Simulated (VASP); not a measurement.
# Al3GaN4 (P-43m) in VASP: single point with r2SCAN

Aim: the single point of Al3GaN4 with r2SCAN.

All numbers are computed with VASP 6.6.1; they aren't measurements. Logs are shortened: lines on timing, memory, paths and dates and some standing lists are left out, and cuts for length are marked.

## Step 1: The cell of the first run

It takes space group P-43m (No. 215, cubic). Conventional cell: a = 4.401 Å, b = 4.401 Å, c = 4.401 Å, α = 90.00°, β = 90.00°, γ = 90.00°. Al (site symmetry -42m) has 4 N at 1.89 Å within 2.5 Å. Within 2.6 Å of Ga (site symmetry -43m) lie 4 N at 1.95 Å. N (site symmetry 3m) has 3 Al at 1.89 Å and 1 Ga at 1.95 Å within 2.5 Å.

## Step 2: Single point, r2SCAN

File POSCAR:

```
Al3GaN4
1.0
    4.4010542838      0.0000192210     -0.0000078258
    0.0000168234      4.4011720973      0.0000109975
   -0.0000078150      0.0000116925      4.4011508509
Al Ga N
3 1 4
Direct
    0.5000001347      0.4999998683      0.0000022335
    0.5000006772     -0.0000010925      0.5000032531
   -0.0000013932      0.4999970587      0.5000028868
    0.0000051373     -0.0000022325      0.0000026413
    0.7444383235      0.7444405521      0.2555570782
    0.7444367047      0.2555637012      0.7444374108
    0.2555589267      0.7444409298      0.7444358035
    0.2555614890      0.2555612148      0.2555586927
```

File INCAR.step1:

```
SYSTEM = Al3GaN4
PREC = Accurate
ENCUT = 520
ISMEAR = 0
SIGMA = 0.05
LREAL = .FALSE.
LASPH = .TRUE.
NELM = 80
NBANDS = 31
GGA = PE
ALGO = Normal
EDIFF = 1E-4
LWAVE = .TRUE.
LCHARG = .FALSE.
```

File INCAR.step2:

```
SYSTEM = Al3GaN4
PREC = Accurate
ENCUT = 520
EDIFF = 1E-6
ISMEAR = 0
SIGMA = 0.05
LREAL = .FALSE.
LASPH = .TRUE.
NELM = 80
ALGO = Normal
ISIF = 2
LWAVE = .FALSE.
LCHARG = .FALSE.
METAGGA = R2SCAN
LMIXTAU = .TRUE.
NBANDS = 31
ISTART = 1
```

File KPOINTS:

```
Automatic mesh
0
G
  6 6 6
  0 0 0
```

Potentials or basis: VASP PAW PBE potentials, release 64 (Al, Ga_d, N).

On the command line:

```console
$ cat potpaw_PBE.64/Al/POTCAR potpaw_PBE.64/Ga_d/POTCAR potpaw_PBE.64/N/POTCAR > POTCAR
$ cp INCAR.step1 INCAR
$ mpirun -np 1 vasp_std > vasp.out
$ cp INCAR.step2 INCAR
$ mpirun -np 1 vasp_std > vasp.out
```

OUTCAR:

```text
SYSTEM = Al3GaN4
   PREC = Accurate
   ENCUT = 520
   EDIFF = 1E-6
   ISMEAR = 0
   LREAL = .FALSE.
   LASPH = .TRUE.
   NELM = 80
   ISIF = 2
   METAGGA = R2SCAN
   ISTART = 1

 ion  position               nearest neighbor table
   1  0.500  0.500  0.000-   8 1.89   5 1.89   6 1.89   7 1.89   4 3.11   3 3.11   3 3.11   3 3.11
                             4 3.11   3 3.11   4 3.11   2 3.11   4 3.11   2 3.11   2 3.11   2 3.11
   2  0.500  1.000  0.500-   7 1.89   6 1.89   8 1.89   5 1.89   4 3.11   4 3.11   3 3.11   3 3.11
                             4 3.11   3 3.11   4 3.11   1 3.11   3 3.11   1 3.11   1 3.11   1 3.11
   3  1.000  0.500  0.500-   6 1.89   7 1.89   8 1.89   5 1.89   1 3.11   2 3.11   2 3.11   1 3.11
                             1 3.11   2 3.11   1 3.11   4 3.11   2 3.11   4 3.11   4 3.11   4 3.11
   4  0.000  1.000  0.000-   7 1.95   8 1.95   5 1.95   6 1.95   1 3.11   2 3.11   2 3.11   2 3.11
                             1 3.11   1 3.11   2 3.11   1 3.11   3 3.11   3 3.11   3 3.11   3 3.11
   5  0.744  0.744  0.256-   1 1.89   2 1.89   3 1.89   4 1.95
   6  0.744  0.256  0.744-   3 1.89   2 1.89   1 1.89   4 1.95
   7  0.256  0.744  0.744-   2 1.89   3 1.89   1 1.89   4 1.95
   8  0.256  0.256  0.256-   1 1.89   2 1.89   3 1.89   4 1.95

  LATTYP: Found a simple tetragonal cell.
 ALAT       =     4.4011720973
 C/A-ratio  =     0.9999732313

  Lattice vectors:

 A1 = (   0.0000168234,   4.4011720973,   0.0000109975)
 A2 = (  -0.0000078150,   0.0000116925,   4.4011508509)
 A3 = (   4.4010542838,   0.0000192210,  -0.0000078258)

Analysis of symmetry for initial positions (statically):
=====================================================================
 Subroutine PRICEL returns:
 Original cell was already a primitive cell.

 Routine SETGRP: Setting up the symmetry group for a
 simple tetragonal supercell.

 Subroutine GETGRP returns: Found  2 space group operations
 (whereof  2 operations were pure point group operations)
 out of a pool of 16 trial point group operations.

The static configuration has the point symmetry C_1h.

Analysis of symmetry for dynamics (positions and initial velocities):
=====================================================================
 Subroutine PRICEL returns:
 Original cell was already a primitive cell.

 Routine SETGRP: Setting up the symmetry group for a
 simple tetragonal supercell.

 Subroutine GETGRP returns: Found  2 space group operations
 (whereof  2 operations were pure point group operations)
 out of a pool of 16 trial point group operations.

The dynamic configuration has the point symmetry C_1h.

 Subroutine INISYM returns: Found  2 space group operations
[... 119 lines left out ...]
   PSTRESS=    0.0 pullay stress
   NELECT =      42.0000    total number of electrons
   NUPDOWN=      -1.0000    fix difference up-down
   EMIN   =  10.00;   EMAX   =-10.00  energy-range for DOS
   EFERMI =   0.00;   METHOD = LEGACY
   ISMEAR =     0;   SIGMA  =   0.05  broadening in eV -4-tet -1-fermi 0-gaus
   EFERMI_NEDOS =   21; number of points for ismear=-14 and -15
   IALGO  =     38    algorithm
   IMIX   =      4    mixing-type and parameters
     AMIX     =   0.40;   BMIX     =  1.00
     AMIX_MAG =   1.60;   BMIX_MAG =  1.00
  volume/ion in A,a.u.               =      10.66        71.91
  Fermi-wavevector in a.u.,A,eV,Ry     =   1.292987  2.443391 22.746428  1.671815
  Thomas-Fermi vector in A             =   2.424661
   LORBIT       =      0    0 simple, 1 ext, 2 COOP (PROOUT), +10 PAW based schemes
   METAGGA = R2SCAN    functional components
   LHFCALC =     F    Hartree Fock is set to
   AEXX    =    0.0000 exact exchange contribution
   IVDW    =     0    specifies the selected vdW correction
   LEPSILON=     F    determine dielectric tensor
   LRPA    =     F    only Hartree local field effects (RPA)
 non-spin polarized calculation
 Gauss-broadening in eV      SIGMA  =   0.05
  energy-cutoff  :      520.00
  volume of cell :       85.25
 maximum number of plane-waves:      2320
 NGX is ok and might be reduce to    36
   NGX = 17   NGY = 17   NGZ = 17

 number of electron      41.9999993 magnetization

 Free energy of the ion-electron system (eV)
  ---------------------------------------------------
  ext. energy  EPLUGINS =         0.00000000
  ---------------------------------------------------
  free energy    TOTEN  =       -79.43717868 eV

  energy without entropy =      -79.43717868  energy(sigma->0) =      -79.43717868

 E-fermi :   5.7735     XC(G=0): -11.7546

 val. band max:        5.4925401686   @ k =   0.0000   0.0000   0.0000
 cond. band min:       9.4938215484   @ k =   0.0000   0.0000   0.0000
 fundamental gap:      4.0012813798
 Fermi energy:         5.7735147407

 k-point     1 :       0.0000    0.0000    0.0000
  band No.  band energies     occupation
      1     -10.4820      2.00000
      2      -8.5681      2.00000
      3      -8.5681      2.00000
      4      -8.5680      2.00000
      5      -7.4668      2.00000
      6      -7.4668      2.00000
[... 805 lines left out ...]
     30      18.5344      0.00000
     31      18.5346      0.00000

 [... further k-points ...]

------------------------ aborting loop because EDIFF is reached ----------------------------------------

  FORCE on cell =-STRESS in cart. coord.  units (eV):
  Direction    XX          YY          ZZ          XY          YZ          ZX
  --------------------------------------------------------------------------------------
  -------------------------------------------------------------------------------------
  Total        0.0052732      0.0034491      0.0034491     -0.0000436     -0.0002902      0.0000435
  in kB        0.0991049      0.0648227      0.0648221     -0.0008198     -0.0054544      0.0008182
  external PRESSURE =       0.0762499 kB  Pullay stress =       0.0000000 kB

 VOLUME and BASIS-vectors are now :
 -----------------------------------------------------------------------------
  energy-cutoff  :      520.00
  volume of cell :       85.25
      direct lattice vectors                 reciprocal lattice vectors
     4.401054284  0.000019221 -0.000007826     0.227218284 -0.000000869  0.000000403
     0.000016823  4.401172097  0.000010997    -0.000000992  0.227212201 -0.000000604
    -0.000007815  0.000011693  4.401150851     0.000000404 -0.000000568  0.227213298

 POSITION                                       TOTAL-FORCE (eV/Angst)
 -----------------------------------------------------------------------------------
      2.20054      2.20060      0.00001         0.000016      0.000205     -0.000175
      2.20054      4.40118      2.20060         0.000016      0.000175     -0.000205
      4.40105      2.20060      2.20059         0.000036      0.000292     -0.000292
      0.00004      4.40116      0.00002        -0.000419      0.000248     -0.000248
      3.27632      3.27643      1.12475        -0.041362     -0.041659      0.041658
      3.27630      1.12480      3.27638        -0.041262      0.041122     -0.041122
      1.12474      3.27643      3.27638         0.041488     -0.041696     -0.041313
      1.12474      1.12478      1.12475         0.041488      0.041314      0.041696
 -----------------------------------------------------------------------------------
    total drift:                               -0.000040      0.007524      0.007492

  FREE ENERGIE OF THE ION-ELECTRON SYSTEM (eV)
  ---------------------------------------------------
  free  energy   TOTEN  =       -79.4371786849 eV

  energy  without entropy=      -79.4371786849  energy(sigma->0) =      -79.43717868
```

OSZICAR.step1:

```text
N       E                     dE             d eps       ncg     rms          rms(c)
DAV:   1     0.317086078024E+03    0.31709E+03   -0.19551E+04  4778   0.169E+03
DAV:   2    -0.222000150624E+02   -0.33929E+03   -0.31494E+03  4963   0.451E+02
DAV:   3    -0.642960861177E+02   -0.42096E+02   -0.41550E+02  4763   0.125E+02
DAV:   4    -0.659614777288E+02   -0.16654E+01   -0.16589E+01  5707   0.279E+01
DAV:   5    -0.659970983067E+02   -0.35621E-01   -0.35606E-01  5025   0.376E+00    0.169E+01
DAV:   6    -0.564957663988E+02    0.95013E+01   -0.29317E+01  6648   0.527E+01    0.556E+00
DAV:   7    -0.566902092908E+02   -0.19444E+00   -0.31500E+00  5097   0.109E+01    0.407E+00
DAV:   8    -0.566839485699E+02    0.62607E-02   -0.43611E-01  5716   0.608E+00    0.103E+00
DAV:   9    -0.566526573803E+02    0.31291E-01   -0.10273E-01  6607   0.409E+00    0.530E-01
DAV:  10    -0.566519747436E+02    0.68264E-03   -0.14750E-02  5174   0.675E-01    0.193E-01
DAV:  11    -0.566523415405E+02   -0.36680E-03   -0.10962E-03  6218   0.263E-01    0.207E-02
DAV:  12    -0.566523476535E+02   -0.61130E-05   -0.12785E-04  3834   0.876E-02
   1 F= -.56652348E+02 E0= -.56652348E+02  d E =-.179541E-16
```

Run time: 13 min. Hardware: 1 thread of Intel Xeon Platinum 8259CL at 2.50GHz (Skylake/Cascade Lake), shared host; peak memory 0.32 GiB.

What came out:

- Free energy: -79.4372 eV
- Pressure: 0.0 GPa
- Largest force: 0.072 eV/Å
- Band gap on the k mesh: 4.00 eV, direct

Forces on the atoms (eV/Å):
```
Al   0.000  0.000  0.000
Al   0.000  0.000  0.000
Al   0.000  0.000  0.000
Ga   0.000  0.000  0.000
N   -0.041 -0.042  0.042
N   -0.041  0.041 -0.041
N    0.041 -0.042 -0.041
N    0.041  0.041  0.042
```

Levels at points of the mesh, in eV from the valence-band top:
```csv
k point,band 19,band 20,band 21,band 22,band 23,band 24
"(0.00, 0.00, 0.00)",0.00,0.00,0.00,4.00,4.00,4.00
"(0.50, 0.00, 0.00)",-1.26,-0.95,-0.95,6.27,6.31,6.78
"(0.00, 0.50, 0.00)",-1.26,-0.95,-0.95,6.27,6.31,6.78
"(0.50, 0.50, 0.00)",-0.58,-0.53,-0.53,8.03,8.30,8.30
"(0.00, 0.50, 0.50)",-0.58,-0.53,-0.53,8.03,8.30,8.30
"(0.50, 0.50, 0.50)",-0.36,-0.36,-0.36,6.19,7.80,7.80
```

Caveat: the cell differs from its parent crystal (all atoms moved at random, sigma 0.1 Å a component, cell strained at random, sigma 0.06, then relaxed in part); the PAW data sets were made with another functional, which shifts forces and pressure a little. A k mesh can miss the band edges.
